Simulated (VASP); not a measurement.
# YI (P-3m1) in VASP: notebook

YI is run at these levels: LDA; tasks: single point.

All numbers are computed with VASP 6.6.1; they aren't measurements. Logs are shortened: lines on timing, memory, paths and dates and some standing lists are left out, and cuts for length are marked.

### Step 1. The cell of the first run

Symmetry: P-3m1, No. 164, trigonal system. Conventional cell: a = 3.956 Å, b = 3.956 Å, c = 11.079 Å, α = 90.00°, β = 90.00°, γ = 120.00°. Within 4.1 Å of Y (site symmetry 3m) lie 3 I at 3.13 Å and 9 Y at 3.62 to 3.96 Å. Within 4.1 Å of I (site symmetry 3m) lie 3 Y at 3.13 Å and 6 I at 3.96 Å.

### Step 2. Single point, LDA

Input file INCAR:

```
PREC = Accurate
ENCUT = 520
EDIFF = 1E-6
ISMEAR = -1
SIGMA = 0.05
LREAL = False
LASPH = True
NELM = 60
ALGO = Normal
ISIF = 2
LWAVE = False
LCHARG = False
NBANDS = 26
```

Input file KPOINTS:

```
regular mesh
0
Gamma
  7 7 3
```

Input file POSCAR:

```
YI
1.0
    3.9559735753      0.0000000000      0.0000000000
   -1.9779867876      3.4259736129      0.0000000000
    0.0000000000      0.0000000000     11.0794760000
Y I
2 2
Direct
    0.6666666667      0.3333333333      0.6267270000
    0.3333333333      0.6666666667      0.3732730000
    0.3333333333      0.6666666667      0.8199750000
    0.6666666667      0.3333333333      0.1800250000
```

Potentials or basis: VASP PAW LDA potentials, release 64 (Y_sv, I).

Started as:

```
$ cat potpaw_LDA.64/Y_sv/POTCAR potpaw_LDA.64/I/POTCAR > POTCAR
$ mpirun -np 1 vasp_std > vasp.out
```

OUTCAR:

```text
PREC = Accurate
   ENCUT = 520
   EDIFF = 1E-6
   ISMEAR = -1
   LREAL = False
   LASPH = True
   NELM = 60
   ISIF = 2

 ion  position               nearest neighbor table
   1  0.667  0.333  0.627-   3 3.13   3 3.13   3 3.13   2 3.62   2 3.62   2 3.62
   2  0.333  0.667  0.373-   4 3.13   4 3.13   4 3.13   1 3.62   1 3.62   1 3.62
   3  0.333  0.667  0.820-   1 3.13   1 3.13   1 3.13
   4  0.667  0.333  0.180-   2 3.13   2 3.13   2 3.13

  LATTYP: Found a hexagonal cell.
 ALAT       =     3.9559735753
 C/A-ratio  =     2.8006951485

  Lattice vectors:

 A1 = (   3.9559735753,   0.0000000000,   0.0000000000)
 A2 = (  -1.9779867876,   3.4259736129,   0.0000000000)
 A3 = (   0.0000000000,   0.0000000000,  11.0794760000)

Analysis of symmetry for initial positions (statically):
=====================================================================
 Subroutine PRICEL returns:
 Original cell was already a primitive cell.

 Routine SETGRP: Setting up the symmetry group for a
 hexagonal supercell.

 Subroutine GETGRP returns: Found 12 space group operations
 (whereof 12 operations were pure point group operations)
 out of a pool of 24 trial point group operations.

The static configuration has the point symmetry D_3d.

Analysis of symmetry for dynamics (positions and initial velocities):
=====================================================================
 Subroutine PRICEL returns:
 Original cell was already a primitive cell.

 Routine SETGRP: Setting up the symmetry group for a
 hexagonal supercell.

 Subroutine GETGRP returns: Found 12 space group operations
 (whereof 12 operations were pure point group operations)
 out of a pool of 24 trial point group operations.

The dynamic configuration has the point symmetry D_3d.

 Subroutine INISYM returns: Found 12 space group operations
 (whereof 12 operations are pure point group operations),
 and found     1 'primitive' translations

----------------------------------------------------------------------------------------

                                     Primitive cell

  volume of cell :     150.1608

[... 73 lines left out ...]
   dimension x,y,z NGXF=    60 NGYF=   60 NGZF=  168
   ions per type =               2   2
   NGX,Y,Z   is equivalent  to a cutoff of  12.61, 12.61, 12.60 a.u.
   NGXF,Y,Z  is equivalent  to a cutoff of  25.21, 25.21, 25.21 a.u.
 SYSTEM =  unknown system
   PREC   = accura    normal or accurate (medium, high low for compatibility)
   ISTART =      0    job   : 0-new  1-cont  2-samecut
   ICHARG =      2    charge: 1-file 2-atom 10-const
   ISPIN  =      1    spin polarized calculation?
   LNONCOLLINEAR =      F non collinear calculations
   LSORBIT =      F    spin-orbit coupling
   LASPH  =      T    aspherical Exc in radial PAW
   ENCUT  =  520.0 eV  38.22 Ry    6.18 a.u.   7.36  7.36 20.60*2*pi/ulx,y,z
   NELM   =     60;   NELMIN=  2; NELMDL= -5     # of ELM steps
   EDIFF  = 0.1E-05   stopping-criterion for ELM
   LREAL  =      F    real-space projection
[... 7 lines left out ...]
   TEBEG  =    0.0;   TEEND  =   0.0 temperature during run
   PSTRESS=    0.0 pullay stress
   NELECT =      36.0000    total number of electrons
   NUPDOWN=      -1.0000    fix difference up-down
   EMIN   =  10.00;   EMAX   =-10.00  energy-range for DOS
   EFERMI =   0.00;   METHOD = LEGACY
   ISMEAR =    -1;   SIGMA  =   0.05  broadening in eV -4-tet -1-fermi 0-gaus
   EFERMI_NEDOS =   21; number of points for ismear=-14 and -15
   IALGO  =     38    algorithm
   IMIX   =      4    mixing-type and parameters
     AMIX     =   0.40;   BMIX     =  1.00
     AMIX_MAG =   1.60;   BMIX_MAG =  1.00
  volume/ion in A,a.u.               =      37.54       253.33
  Fermi-wavevector in a.u.,A,eV,Ry     =   1.017006  1.921862 14.072519  1.034301
  Thomas-Fermi vector in A             =   2.150382
   LORBIT       =      0    0 simple, 1 ext, 2 COOP (PROOUT), +10 PAW based schemes
   GGA     = CA    functional components
   LHFCALC =     F    Hartree Fock is set to
   AEXX    =    0.0000 exact exchange contribution
   IVDW    =     0    specifies the selected vdW correction
   LEPSILON=     F    determine dielectric tensor
   LRPA    =     F    only Hartree local field effects (RPA)
 non-spin polarized calculation
  energy-cutoff  :      520.00
  volume of cell :      150.16
 maximum number of plane-waves:      4103
 NGX is ok and might be reduce to    30
   NGX = 15   NGY = 15   NGZ = 41

 number of electron      36.0000003 magnetization

 Free energy of the ion-electron system (eV)
  ---------------------------------------------------
  ext. energy  EPLUGINS =         0.00000000
  ---------------------------------------------------
  free energy    TOTEN  =       -21.28873482 eV

  energy without entropy =      -21.23040165  energy(sigma->0) =      -21.25956824

 E-fermi :   3.5488     XC(G=0):  -8.8854

 val. band max:        3.5397501309   @ k =   0.2857   0.1429   0.0000
 cond. band min:       3.5501044717   @ k =   0.1429   0.1429   0.3333
 fundamental gap:      0.0103543407
 Fermi energy:         3.5487505403

 k-point     1 :       0.0000    0.0000    0.0000
  band No.  band energies     occupation
      1     -39.3467      2.00000
      2     -39.3190      2.00000
      3     -19.5390      2.00000
      4     -19.3841      2.00000
      5     -19.3841      2.00000
      6     -19.3388      2.00000
[... 569 lines left out ...]
     25       7.1697      0.00000
     26       7.3826      0.00000

------------------------ aborting loop because EDIFF is reached ----------------------------------------

  FORCE on cell =-STRESS in cart. coord.  units (eV):
  Direction    XX          YY          ZZ          XY          YZ          ZX
  --------------------------------------------------------------------------------------
  -------------------------------------------------------------------------------------
  Total       -3.0742074     -3.0742074     -2.7519794     -0.0000000      0.0000000      0.0000000
  in kB      -32.8010034    -32.8010034    -29.3629130     -0.0000000      0.0000000      0.0000000
  external PRESSURE =     -31.6549733 kB  Pullay stress =       0.0000000 kB

 VOLUME and BASIS-vectors are now :
 -----------------------------------------------------------------------------
  energy-cutoff  :      520.00
  volume of cell :      150.16
      direct lattice vectors                 reciprocal lattice vectors
     3.955973575  0.000000000  0.000000000     0.252782275  0.145943914  0.000000000
    -1.977986788  3.425973613  0.000000000     0.000000000  0.291887829  0.000000000
     0.000000000  0.000000000 11.079476000     0.000000000  0.000000000  0.090256976

 POSITION                                       TOTAL-FORCE (eV/Angst)
 -----------------------------------------------------------------------------------
      1.97799      1.14199      6.94381        -0.000000      0.000000      0.307637
     -0.00000      2.28398      4.13567         0.000000     -0.000000     -0.307637
     -0.00000      2.28398      9.08489         0.000000      0.000000     -0.372099
      1.97799      1.14199      1.99458        -0.000000      0.000000      0.372099
 -----------------------------------------------------------------------------------
    total drift:                               -0.000000      0.000000      0.000000

  FREE ENERGIE OF THE ION-ELECTRON SYSTEM (eV)
  ---------------------------------------------------
  free  energy   TOTEN  =       -21.2887348166 eV

  energy  without entropy=      -21.2304016550  energy(sigma->0) =      -21.25956824
```

OSZICAR:

```text
N       E                     dE             d eps       ncg     rms          rms(c)
DAV:   1     0.199043013090E+03    0.19904E+03   -0.16344E+04  1040   0.123E+03
DAV:   2    -0.288058458738E+01   -0.20192E+03   -0.19567E+03  1248   0.279E+02
DAV:   3    -0.205556996877E+02   -0.17675E+02   -0.17453E+02  1658   0.589E+01
DAV:   4    -0.220774337575E+02   -0.15217E+01   -0.15173E+01  1712   0.155E+01
DAV:   5    -0.221077769923E+02   -0.30343E-01   -0.30333E-01  1544   0.238E+00    0.353E+01
DAV:   6    -0.214667701323E+02    0.64101E+00   -0.84883E-01  1246   0.433E+00    0.221E+01
DAV:   7    -0.213132170025E+02    0.15355E+00   -0.13933E+00  1224   0.497E+00    0.221E+00
DAV:   8    -0.212893681771E+02    0.23849E-01   -0.23618E-01  1204   0.249E+00    0.105E+00
DAV:   9    -0.212891347260E+02    0.23345E-03   -0.95742E-03  1408   0.522E-01    0.722E-01
DAV:  10    -0.212888045964E+02    0.33013E-03   -0.18522E-03  1374   0.238E-01    0.373E-01
DAV:  11    -0.212887341229E+02    0.70474E-04   -0.41688E-04  1404   0.129E-01    0.113E-01
DAV:  12    -0.212887359478E+02   -0.18249E-05   -0.47466E-05  1608   0.343E-02    0.636E-02
DAV:  13    -0.212887348073E+02    0.11405E-05   -0.17023E-05  1712   0.214E-02    0.144E-02
DAV:  14    -0.212887348166E+02   -0.92755E-08   -0.29189E-06  1288   0.896E-03
   1 F= -.21288735E+02 E0= -.21259568E+02  d E =-.583332E-01
```

It took 62 s on 1 thread of AMD EPYC 9R45 (Zen 5), shared host; peak memory 0.22 GiB.

Results:

| Quantity | Value |
| --- | --- |
| Free energy | -21.2887 eV |
| Pressure | -3.2 GPa |
| Largest force | 0.372 eV/Å |
| Band gap on the k mesh | zero (bands 18 and 19 overlap by 0.37 eV) |

Forces on the atoms (eV/Å):
```
Y    0.000  0.000  0.308
Y    0.000  0.000 -0.308
I    0.000  0.000 -0.372
I    0.000  0.000  0.372
```

Stress tensor (GPa, compression positive):
```
-3.28  0.00  0.00
 0.00 -3.28  0.00
 0.00  0.00 -2.94
```

Caveat: the cell stands under tension; spin-orbit coupling is left out, which moves the levels of the heavy elements.

(Part 1 of 3 ends here.)
